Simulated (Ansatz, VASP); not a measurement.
# Cu in VASP and in Ansatz

Contents of INCAR:

```
  PREC = Accurate
  ENCUT = 520
  EDIFF = 1E-7
  ISMEAR = 0
  SIGMA = 0.15
  LREAL = False
  LASPH = True
  NELM = 100
  ALGO = Fast
  ISIF = 2
  LWAVE = False
  LCHARG = False
  GGA = PS
  NBANDS = 18
```

KPOINTS

```
regular mesh
0
Gamma
  26 26 14
```

Contents of POSCAR:

```
Cu
1.0
   -1.4450917219      1.4450917219      1.3600072129
    1.4450917219     -1.4450917219      1.3600072129
    2.8901834438      2.8901834438      0.0000000000
Cu
2
Direct
    0.0000000000      0.0000000000      0.0073397429
    0.5000000000      0.5000000000      0.4926602571
```

Input for Ansatz:

```yaml
crystal:
  lattice:
    - [-1.4450917219, 1.4450917219, 1.3600072129]
    - [1.4450917219, -1.4450917219, 1.3600072129]
    - [2.8901834438, 2.8901834438, 0.0]
  atoms:
    - { symbol: Cu, position: [0.0, 0.0, 0.0073397429] }
    - { symbol: Cu, position: [0.5, 0.5, 0.4926602571] }
basis:
  ecutwfc: 420
kpoints:
  mp_grid: { grid: [26, 26, 14] }
hamiltonian:
  xc: pbesol
scf:
  occupations: { method: gaussian, width: 0.15 }
output:
  forces: true
  stress: true
  eigenvalues: true
```

Change from the starting cell: mode 6 (263.4 1/cm) frozen in, largest displacement +0.030 Å.

Alike in both runs: task single point; functional PBEsol; k mesh 26 × 26 × 14; occupations gaussian, width 0.15 eV; no spin polarisation.

|  | VASP | Ansatz |
| --- | --- | --- |
| version | VASP 6.6.1 | Ansatz 0.2.0 |
| potentials or method | VASP PAW PBE potentials, release 64 (Cu), cutoff 520 eV | scalar-relativistic, plane waves, PAW |
| valence electrons in the cell | 22 | 38 |

Ansatz gave:

| Property | Result |
| --- | --- |
| gap on the k mesh at the Fermi level (eV) | none |
| pressure (GPa) | 0.4 |
| traceless stress, the component that is largest in VASP (GPa) | 0.35 |
| rms of the force components (eV/Å) | 0.283 |

Problem. Estimate VASP's values.

Solution. gap on the k mesh at the Fermi level (eV): none; pressure (GPa): 1.1; traceless stress, the component that is largest in VASP (GPa): 0.34; rms of the force components (eV/Å): 0.284.

VASP's potentials were made for PBE, not for PBEsol. Atom by atom the forces differ by 0.002 eV/Å (rms over components). A gap of «none» marks a metal or a gap that the smearing closes. VASP's potentials hold 22 valence electrons a cell and Ansatz's 38, so a difference there can come from the potentials and not from the codes.
